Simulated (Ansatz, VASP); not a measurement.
One calculation of Sn3TeO2, two programs

```
Sn Te O
1.0
     6.63492    0.00000    0.00000
    -3.31746    5.74601    0.00000
     0.00000    0.00000    3.35558
Sn Te O
3 1 2
Direct
  0.50000 0.50000 0.50000
  0.50000 0.00000 0.50000
  0.00000 0.50000 0.50000
  0.00000 0.00000 0.00000
  0.66667 0.33333 0.00000
  0.33333 0.66667 0.00000
```

Change from the starting cell: species swapped into the YSi2Ru3 type (P6/mmm, No. 191).

Alike in both runs: functional PBE; k mesh 6 × 6 × 12; occupations gaussian, width 0.1 eV; no spin polarisation.

Ansatz relaxed the structure, and its values are those at the end. VASP's run is a single point on that final structure, the one shown.

|  | VASP | Ansatz |
| --- | --- | --- |
| version | VASP 6.6.1 | Ansatz 0.2.0 |
| potentials or method | VASP PAW PBE potentials, release 64 (Sn_d, Te, O), cutoff 520 eV | scalar-relativistic, plane waves, PAW |
| valence electrons in the cell | 60 | 70 |

|  | VASP | Ansatz | Ansatz less VASP |
| --- | --- | --- | --- |
| gap on the k mesh at the Fermi level (eV) | none | none | - |
| pressure (GPa) | 0.0 | 0.0 | 0.00 |

A gap of «none» marks a metal or a gap that the smearing closes. VASP's potentials hold 60 valence electrons a cell and Ansatz's 70, so a difference there can come from the potentials and not from the codes.

Neither program's run includes spin-orbit coupling.
